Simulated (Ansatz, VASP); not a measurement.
One calculation of SnSe2, two programs

The input INCAR:

```
PREC = Accurate
ENCUT = 520
EDIFF = 1E-6
ISMEAR = 0
SIGMA = 0.05
LREAL = False
LASPH = True
NELM = 60
ALGO = Normal
ISIF = 2
LWAVE = False
LCHARG = False
GGA = PE
NBANDS = 20
```

KPOINTS

```
regular mesh
0
Gamma
  12 12 6
```

The input POSCAR:

```
SnSe2
1.0
    3.8109987816      0.0000000000      0.0000000000
   -1.9054993908      3.3004217586      0.0000000000
    0.0000000000      0.0000000000      6.0142600000
Sn Se
1 2
Direct
    0.0000000000      0.0000000000      0.0000000000
    0.3333333333      0.6666666667      0.2500000000
    0.6666666667      0.3333333333      0.7500000000
```

Input for Ansatz:

```yaml
crystal:
  lattice:
    - [3.8109987816, 0.0, 0.0]
    - [-1.9054993908, 3.3004217586, 0.0]
    - [0.0, 0.0, 6.01426]
  atoms:
    - { symbol: Sn, position: [0.0, 0.0, 0.0] }
    - { symbol: Se, position: [0.3333333333, 0.6666666667, 0.25] }
    - { symbol: Se, position: [0.6666666667, 0.3333333333, 0.75] }
basis:
  ecutwfc: 420
kpoints:
  mp_grid: { grid: [12, 12, 6] }
hamiltonian:
  xc: pbe
scf:
  occupations: { method: gaussian, width: 0.05 }
output:
  forces: true
  stress: true
  eigenvalues: true
```

Change from the starting cell: strain -0.0200 x Voigt [0, 0, 1, 0, 0, 0], atoms carried along.

Alike in both runs: task single point; functional PBE; k mesh 12 × 12 × 6; occupations gaussian, width 0.05 eV; no spin polarisation.

```csv
,VASP,Ansatz
version,VASP 6.6.1,Ansatz 0.2.0
potentials or method,"VASP PAW PBE potentials, release 64 (Sn_d, Se), cutoff 520 eV","scalar-relativistic, plane waves, PAW"
valence electrons in the cell,26,46
```

Ansatz gave:

* gap on the k mesh at the Fermi level (eV): 0.65
* least direct gap on the mesh (eV): 0.96
* pressure (GPa): 6.9
* traceless stress, the component that is largest in VASP (GPa): 1.57
* rms of the force components (eV/Å): 0.484

Problem. Estimate VASP's values.

Solution. gap on the k mesh at the Fermi level (eV): 0.64; least direct gap on the mesh (eV): 0.95; pressure (GPa): 7.0; traceless stress, the component that is largest in VASP (GPa): 1.57; rms of the force components (eV/Å): 0.492.

Atom by atom the forces differ by 0.008 eV/Å (rms over components). VASP's potentials hold 26 valence electrons a cell and Ansatz's 46, so a difference there can come from the potentials and not from the codes.
